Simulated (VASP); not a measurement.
Wanted: the native input for a VASP 6.6.1 run.

```
Task                   : single point
Functional             : PBEsol
Potentials or basis    : VASP PAW PBE potentials, release 64 (Hf_pv)
Cutoff                 : 520 eV
k mesh                 : 18 × 18 × 18
Occupations            : gaussian, width 0.15 eV
Spin                   : no spin polarisation
Dipole correction      : no
Further INCAR settings : ALGO = Normal; EDIFF = 1e-06; NBANDS = 11
```

The structure of Hf lies in POSCAR:

```
Hf
1.0
    0.0000000000      2.3088000000      2.3088000000
    2.3088000000      0.0000000000      2.3088000000
    2.3088000000      2.3088000000      0.0000000000
Hf
1
Direct
    0.0000000000      0.0000000000      0.0000000000
```

This isn't the form of Hf at room conditions, which is hcp.

This cell differs from its parent crystal: strain +0.040 along x and y, +0.040 along z.

The input as run:

INCAR

```
SYSTEM = Hf
  PREC = Accurate
  ENCUT = 520
  EDIFF = 1E-6
  ISMEAR = 0
  SIGMA = 0.15
  LREAL = .FALSE.
  LASPH = .TRUE.
  NELM = 60
  ALGO = Normal
  ISIF = 2
  LWAVE = .FALSE.
  LCHARG = .FALSE.
  GGA = PS
  NBANDS = 11
```

KPOINTS

```
regular mesh
0
G
  18 18 18
  0 0 0
```

Potentials or basis: VASP PAW PBE potentials, release 64 (Hf_pv).

Launch:

```console
$ cat potpaw_PBE.64/Hf_pv/POTCAR > POTCAR
$ mpirun -np 1 vasp_std > vasp.out
```

Results of the run:

| Quantity | Value |
| --- | --- |
| Pressure | -11.8 GPa |
| Band gap on the k mesh | zero (bands 5 and 6 overlap by 1.90 eV) |

Caveat: the cell differs from its parent crystal (strain +0.040 along x and y, +0.040 along z); the cell stands under tension; the PAW data sets were made with another functional, which shifts forces and pressure a little; spin-orbit coupling is left out, which moves the levels of the heavy elements.

Wall time 10 s on 1 thread of Intel(R) Xeon(R) 6975P-C (Granite Rapids) (shared host), peak memory 0.18 GiB.
